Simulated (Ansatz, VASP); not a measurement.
**One calculation of GaP, two programs**

File INCAR:

```
SYSTEM = GaP
PREC = Accurate
ENCUT = 520
EDIFF = 1E-7
ISMEAR = 0
SIGMA = 0.05
LREAL = .False.
LASPH = .True.
NELM = 60
ALGO = Normal
ISIF = 2
LWAVE = .False.
LCHARG = .False.
GGA = PS
NBANDS = 16
```

The input KPOINTS:

```
Automatic mesh
0
Gamma
  8 8 8
  0 0 0
```

The input POSCAR:

```
GaP
1.0
    0.0000000000      2.7252500000      2.5072300000
    2.7252500000      0.0000000000      2.5072300000
    2.7252500000      2.7252500000      0.0000000000
Ga P
1 1
Direct
    0.0000000000      0.0000000000      0.0000000000
    0.7500000000      0.7500000000      0.7500000000
```

Input for Ansatz:

```yaml
crystal:
  lattice:
    - [0.0, 2.72525, 2.50723]
    - [2.72525, 0.0, 2.50723]
    - [2.72525, 2.72525, 0.0]
  atoms:
    - { symbol: Ga, position: [0.0, 0.0, 0.0] }
    - { symbol: P, position: [0.75, 0.75, 0.75] }
basis:
  ecutwfc: 420
kpoints:
  mp_grid: { grid: [8, 8, 8] }
hamiltonian:
  xc: pbesol
scf:
  occupations: { method: gaussian, width: 0.05 }
output:
  forces: true
  stress: true
  eigenvalues: true
```

Change from the starting cell: strain +0.000 along x and y, -0.080 along z, atoms carried along.

Alike in both runs: task single point; functional PBEsol; k mesh 8 × 8 × 8; occupations gaussian, width 0.05 eV; no spin polarisation.

```csv
,VASP,Ansatz
version,VASP 6.6.1,Ansatz 0.2.0
potentials or method,"VASP PAW PBE potentials, release 64 (Ga_d, P), cutoff 520 eV","scalar-relativistic, plane waves, PAW"
valence electrons in the cell,18,18
```

|  | VASP | Ansatz | Ansatz less VASP |
| --- | --- | --- | --- |
| gap on the k mesh at the Fermi level (eV) | 0.57 | 0.57 | -0.001 |
| least direct gap on the mesh (eV) | 2.12 | 2.11 | -0.011 |
| pressure (GPa) | 7.4 | 7.5 | +0.10 |
| traceless stress, the component that is largest in VASP (GPa) | 3.42 | 3.40 | -0.018 |

VASP's potentials were made for PBE, not for PBEsol. With one functional, cell and mesh, what is left measures potentials, basis and numerics.
